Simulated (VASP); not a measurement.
# Fe4Si (Fmmm) in VASP: notebook

The runs below take Fe4Si through single point, with PBEsol.

Program: VASP 6.6.1. These are calculated values, not measurements. Logs are shortened: lines on timing, memory, paths and dates and some standing lists are left out, and cuts for length are marked.

## 1. The cell of the first run

It takes space group Fmmm (No. 69, orthorhombic). The conventional cell has a = 3.019 Å, b = 3.952 Å, c = 18.557 Å, α = 90.00°, β = 90.00°, γ = 90.00°. Fe (site symmetry mm2) has 4 Si at 2.31 to 2.64 Å and 10 Fe at 2.45 to 3.02 Å within 3.1 Å. Fe (site symmetry mm2) has 14 Fe at 2.44 to 3.02 Å within 3.2 Å. Within 3.1 Å of Si (site symmetry mmm) lie 8 Fe at 2.31 to 2.64 Å and 6 Si at 2.49 to 3.02 Å.

## 2. Single point, PBEsol, collinear spin, ferromagnetic start

Input file INCAR:

```
  PREC = Accurate
  ENCUT = 520
  EDIFF = 1E-6
  ISMEAR = -1
  SIGMA = 0.05
  LREAL = False
  LASPH = True
  NELM = 150
  ALGO = Normal
  ISIF = 2
  LWAVE = False
  LCHARG = True
  ISPIN = 2
  MAGMOM = 3 3 3 3 0
  LORBIT = 11
  LMAXMIX = 4
  GGA = PS
  LELF = True
  LVHAR = True
  NBANDS = 30
```

Input file KPOINTS:

```
Automatic mesh
0
Gamma
  11 11 11
```

Input file POSCAR:

```
Fe4Si
1.0
    0.0000000000      1.9758964509      9.2786989603
    1.5096980341      0.0000000000      9.2786989603
    1.5096980341      1.9758964509      0.0000000000
Fe Si
4 1
Direct
    0.5945696496      0.5945696496      0.4054303504
    0.1982752888      0.1982752888      0.8017247112
    0.8017247112      0.8017247112      0.1982752888
    0.4054303504      0.4054303504      0.5945696496
    0.0000000000      0.0000000000      0.0000000000
```

Potentials or basis: VASP PAW PBE potentials, release 64 (Fe, Si).

Started as:

```sh
$ cat potpaw_PBE.64/Fe/POTCAR potpaw_PBE.64/Si/POTCAR > POTCAR
$ mpirun -np 1 vasp_std > vasp.out
```

OUTCAR:

```text
PREC = Accurate
   ENCUT = 520
   EDIFF = 1E-6
   ISMEAR = -1
   LREAL = False
   LASPH = True
   NELM = 150
   ISIF = 2
   ISPIN = 2
   LORBIT = 11
   GGA = PS

 ion  position               nearest neighbor table
   1  0.595  0.595  0.405-   5 2.31   5 2.31   2 2.45   2 2.45   5 2.64   5 2.64   2 2.76   2 2.76

   2  0.198  0.198  0.802-   3 2.44   3 2.44   1 2.45   1 2.45   3 2.75   3 2.75   1 2.76   1 2.76

   3  0.802  0.802  0.198-   2 2.44   2 2.44   4 2.45   4 2.45   2 2.75   2 2.75   4 2.76   4 2.76

   4  0.405  0.405  0.595-   5 2.31   5 2.31   3 2.45   3 2.45   5 2.64   5 2.64   3 2.76   3 2.76

   5  0.000  0.000  0.000-   1 2.31   1 2.31   4 2.31   4 2.31   4 2.64   1 2.64   1 2.64   4 2.64

  LATTYP: Found a face centered orthorhombic cell.
 ALAT       =     3.0193960682
 B/A-ratio  =     1.3088024269
 C/A-ratio  =     6.1460628223

  Lattice vectors:

 A1 = (   0.0000000000,   1.9758964509,   9.2786989603)
 A2 = (   1.5096980341,   0.0000000000,   9.2786989603)
 A3 = (   1.5096980341,   1.9758964509,   0.0000000000)

Analysis of symmetry for initial positions (statically):
=====================================================================
 Subroutine PRICEL returns:
 Original cell was already a primitive cell.

 Routine SETGRP: Setting up the symmetry group for a
 face centered orthorhombic supercell.

 Subroutine GETGRP returns: Found  8 space group operations
 (whereof  8 operations were pure point group operations)
 out of a pool of  8 trial point group operations.

The static configuration has the point symmetry D_2h.

Analysis of symmetry for dynamics (positions and initial velocities):
=====================================================================
 Subroutine PRICEL returns:
 Original cell was already a primitive cell.

 Routine SETGRP: Setting up the symmetry group for a
 face centered orthorhombic supercell.

 Subroutine GETGRP returns: Found  8 space group operations
 (whereof  8 operations were pure point group operations)
 out of a pool of  8 trial point group operations.

The dynamic configuration has the point symmetry D_2h.

Analysis of structural, dynamic, and magnetic symmetry:
=====================================================================
 Subroutine PRICEL returns:
 Original cell was already a primitive cell.

 Routine SETGRP: Setting up the symmetry group for a
 face centered orthorhombic supercell.

[... 133 lines left out ...]
  Thomas-Fermi vector in A             =   2.539490
   LORBIT       =     11    0 simple, 1 ext, 2 COOP (PROOUT), +10 PAW based schemes
   GGA     = PS    functional components
   LHFCALC =     F    Hartree Fock is set to
   AEXX    =    0.0000 exact exchange contribution
   IVDW    =     0    specifies the selected vdW correction
   LEPSILON=     F    determine dielectric tensor
   LRPA    =     F    only Hartree local field effects (RPA)
 spin polarized calculation
  energy-cutoff  :      520.00
  volume of cell :       55.36
 maximum number of plane-waves:      1523
   NGX = 35   NGY = 35   NGZ =  9

 number of electron      35.9999998 magnetization      10.1327065

 number of electron      35.9999998 magnetization       8.4106631

 Free energy of the ion-electron system (eV)
  ---------------------------------------------------
  ext. energy  EPLUGINS =         0.00000000
  ---------------------------------------------------
  free energy    TOTEN  =       -41.90204220 eV

  energy without entropy =      -41.87151456  energy(sigma->0) =      -41.88677838

 E-fermi :   7.7224     XC(G=0): -13.1948

 val. band max:        7.7220338078   @ k =  -0.4545  -0.0000   0.2727
 cond. band min:       7.7230694929   @ k =  -0.3636   0.3636   0.2727
 fundamental gap:      0.0010356851
 Fermi energy:         7.7223777647

 spin component 1

 k-point     1 :       0.0000    0.0000    0.0000
  band No.  band energies     occupation
      1      -6.1013      1.00000
      2      -0.6525      1.00000
      3      -0.1824      1.00000
      4       2.3302      1.00000
      5       2.6352      1.00000
      6       3.8622      1.00000
[... 781 lines left out ...]
     29      16.0266      0.00000
     30      17.1935      0.00000

 [... further k-points ...]

 spin component 2

 k-point     1 :       0.0000    0.0000    0.0000
  band No.  band energies     occupation
      1      -6.1141      1.00000
      2      -0.4403      1.00000
      3       0.1123      1.00000
      4       3.2735      1.00000
      5       3.4355      1.00000
      6       5.5032      1.00000
[... 781 lines left out ...]
     29      16.7388      0.00000
     30      17.6011      0.00000

 [... further k-points ...]
[... 5 lines left out ...]
  --------------------------------------------------------------------------------------
  -------------------------------------------------------------------------------------
  Total        0.1321605      0.0923269      0.1044588      0.0000000      0.0000000      0.0000000
  in kB        3.8250831      2.6721910      3.0233207      0.0000000      0.0000000      0.0000000
  external PRESSURE =       3.1735316 kB  Pullay stress =       0.0000000 kB

 VOLUME and BASIS-vectors are now :
 -----------------------------------------------------------------------------
  energy-cutoff  :      520.00
  volume of cell :       55.36
      direct lattice vectors                 reciprocal lattice vectors
     0.000000000  1.975896451  9.278698960    -0.331192059  0.253049698  0.053886865
     1.509698034  0.000000000  9.278698960     0.331192059 -0.253049698  0.053886865
     1.509698034  1.975896451  0.000000000     0.331192059  0.253049698 -0.053886865

 POSITION                                       TOTAL-FORCE (eV/Angst)
 -----------------------------------------------------------------------------------
      1.50970      1.97590     11.03367         0.000000      0.000000      0.053316
      1.50970      1.97590      3.67947         0.000000      0.000000     -0.003425
      1.50970      1.97590     14.87792         0.000000      0.000000      0.003425
      1.50970      1.97590      7.52373         0.000000      0.000000     -0.053316
      0.00000      0.00000      0.00000         0.000000      0.000000      0.000000
 -----------------------------------------------------------------------------------
    total drift:                                0.000000      0.000000      0.000000

  FREE ENERGIE OF THE ION-ELECTRON SYSTEM (eV)
  ---------------------------------------------------
  free  energy   TOTEN  =       -41.9020421951 eV

  energy  without entropy=      -41.8715145632  energy(sigma->0) =      -41.88677838

 total charge

# of ion       s       p       d       tot
------------------------------------------
    1        0.483   0.594   6.399   7.477
    2        0.487   0.539   6.225   7.250
    3        0.487   0.539   6.225   7.250
    4        0.483   0.594   6.399   7.477
    5        0.738   0.930   0.000   1.668
--------------------------------------------------
tot          2.677   3.196  25.247  31.121

 magnetization (x)

# of ion       s       p       d       tot
------------------------------------------
    1       -0.006  -0.016   1.798   1.776
    2       -0.008  -0.043   2.500   2.449
    3       -0.008  -0.043   2.500   2.449
    4       -0.006  -0.016   1.798   1.776
    5       -0.010  -0.045   0.000  -0.055
--------------------------------------------------
tot         -0.037  -0.164   8.595   8.395
```

Run time: 56 min. Hardware: 1 thread of Oxide Virtual Turin-like, shared host; peak memory 0.67 GiB.

What came out:

| Property | Result |
| --- | --- |
| Free energy | -41.9020 eV |
| Pressure | 0.3 GPa |
| Largest force | 0.053 eV/Å |
| Net moment | 8.41 μB per cell |
| Site moments | Fe +1.78, +2.45 (each value once); Si -0.06 μB |
| Valence electrons inside the program's atomic spheres | Fe 7.48, 7.25 (each value once); Si 1.67 |

Forces in eV/Å, atoms in the order of the input:
```
Fe   0.000  0.000  0.053
Fe   0.000  0.000 -0.003
Fe   0.000  0.000  0.003
Fe   0.000  0.000 -0.053
Si   0.000  0.000  0.000
```

Caveat: the PAW data sets were made with another functional, which shifts forces and pressure a little.

## 3. Single point, PBEsol, collinear spin, ferromagnetic start

This run uses another cell than the first one, of 11.68 Å³/atom.

Input file INCAR:

```
SYSTEM = Fe4Si
PREC = Accurate ; ENCUT = 520
EDIFF = 1E-7 ; ISMEAR = -1
SIGMA = 0.05 ; LREAL = .FALSE.
LASPH = .TRUE. ; NELM = 150
ALGO = Normal ; ISIF = 2
LWAVE = .FALSE. ; LCHARG = .FALSE.
ISPIN = 2 ; MAGMOM = 3 3 3 3 0
LORBIT = 11 ; LMAXMIX = 4
GGA = PS ; NBANDS = 30
```

Input file KPOINTS:

```
regular mesh
0
G
  11 11 11
  0 0 0
```

Input file POSCAR:

```
Fe4Si
1.0
    0.0000000000      2.0276100000      9.4663410000
    1.5219040000      0.0000000000      9.4663410000
    1.5219040000      2.0276100000      0.0000000000
Fe Si
4 1
Direct
    0.5940690000      0.5940690000      0.4059310000
    0.1979710000      0.1979710000      0.8020290000
    0.8020290000      0.8020290000      0.1979710000
    0.4059310000      0.4059310000      0.5940690000
    0.0000000000      0.0000000000      0.0000000000
```

Potentials or basis: VASP PAW PBE potentials, release 64 (Fe, Si).

Started as:

```sh
$ cat potpaw_PBE.64/Fe/POTCAR potpaw_PBE.64/Si/POTCAR > POTCAR
$ mpirun -np 1 vasp_std > vasp.out
```

OUTCAR:

```text
SYSTEM = Fe4Si
   PREC = Accurate
   ENCUT = 520
   EDIFF = 1E-7
   ISMEAR = -1
   LREAL = .FALSE.
   LASPH = .TRUE.
   NELM = 150
   ISIF = 2
   ISPIN = 2
   LORBIT = 11
   GGA = PS

 ion  position               nearest neighbor table
   1  0.594  0.594  0.406-   5 2.34   5 2.34   2 2.49   2 2.49   5 2.70   5 2.70   2 2.83   2 2.83

   2  0.198  0.198  0.802-   1 2.49   1 2.49   3 2.49   3 2.49   1 2.83   1 2.83   3 2.83   3 2.83

   3  0.802  0.802  0.198-   4 2.49   4 2.49   2 2.49   2 2.49   4 2.83   4 2.83   2 2.83   2 2.83

   4  0.406  0.406  0.594-   5 2.34   5 2.34   3 2.49   3 2.49   5 2.70   5 2.70   3 2.83   3 2.83

[... 1825 lines left out ...]

 POSITION                                       TOTAL-FORCE (eV/Angst)
 -----------------------------------------------------------------------------------
      1.52190      2.02761     11.24732         0.000000      0.000000      0.106472
      1.52190      2.02761      3.74812         0.000000      0.000000      0.041359
      1.52190      2.02761     15.18456         0.000000      0.000000     -0.041359
      1.52190      2.02761      7.68536         0.000000      0.000000     -0.106472
      0.00000      0.00000      0.00000         0.000000      0.000000     -0.000000
 -----------------------------------------------------------------------------------
    total drift:                               -0.000000     -0.000000      0.000000

  FREE ENERGIE OF THE ION-ELECTRON SYSTEM (eV)
  ---------------------------------------------------
  free  energy   TOTEN  =       -41.8120613989 eV

  energy  without entropy=      -41.7858745229  energy(sigma->0) =      -41.79896796

 total charge

# of ion       s       p       d       tot
------------------------------------------
    1        0.460   0.547   6.349   7.357
    2        0.463   0.492   6.182   7.137
    3        0.463   0.492   6.182   7.137
    4        0.460   0.547   6.349   7.357
    5        0.741   0.898   0.000   1.639
--------------------------------------------------
tot          2.588   2.976  25.061  30.626

 magnetization (x)

# of ion       s       p       d       tot
------------------------------------------
    1       -0.006  -0.018   1.938   1.913
    2       -0.008  -0.046   2.595   2.541
    3       -0.008  -0.046   2.595   2.541
    4       -0.006  -0.018   1.938   1.913
    5       -0.010  -0.048   0.000  -0.059
--------------------------------------------------
tot         -0.038  -0.178   9.066   8.850
```

Run time: 79 min. Hardware: 1 thread of Oxide Virtual Turin-like, shared host; peak memory 0.73 GiB.

What came out:

| Item | Value |
| --- | --- |
| Free energy | -41.8121 eV |
| Pressure | -8.9 GPa |
| Largest force | 0.106 eV/Å |
| Net moment | 8.83 μB per cell |
| Site moments | Fe +1.91, +2.54 (each value once); Si -0.06 μB |
| Valence electrons inside the program's atomic spheres | Fe 7.36, 7.14 (each value once); Si 1.64 |

Forces in eV/Å, atoms in the order of the input:
```
Fe   0.000  0.000  0.106
Fe   0.000  0.000  0.041
Fe   0.000  0.000 -0.041
Fe   0.000  0.000 -0.106
Si   0.000  0.000  0.000
```

Stress tensor (GPa, compression positive):
```
-8.39  0.00  0.00
 0.00 -9.44  0.00
 0.00  0.00 -8.89
```

Levels at points of the mesh, in eV from the Fermi level:
Spin up:
```
           k point  band 20  band 21  band 22  band 23  band 24  band 25  band 26  band 27
(0.00, 0.00, 0.00)    -1.25    -1.16    -1.15    -1.10    -0.93    -0.37     6.81     8.86
```
Spin down:
| k point | band 11 | band 12 | band 13 | band 14 | band 15 | band 16 | band 17 | band 18 |
| --- | --- | --- | --- | --- | --- | --- | --- | --- |
| (0.00, 0.00, 0.00) | -0.47 | -0.44 | -0.43 | -0.21 | 0.00 | 0.82 | 0.84 | 0.92 |

Caveat: the cell stands under tension; the PAW data sets were made with another functional, which shifts forces and pressure a little.
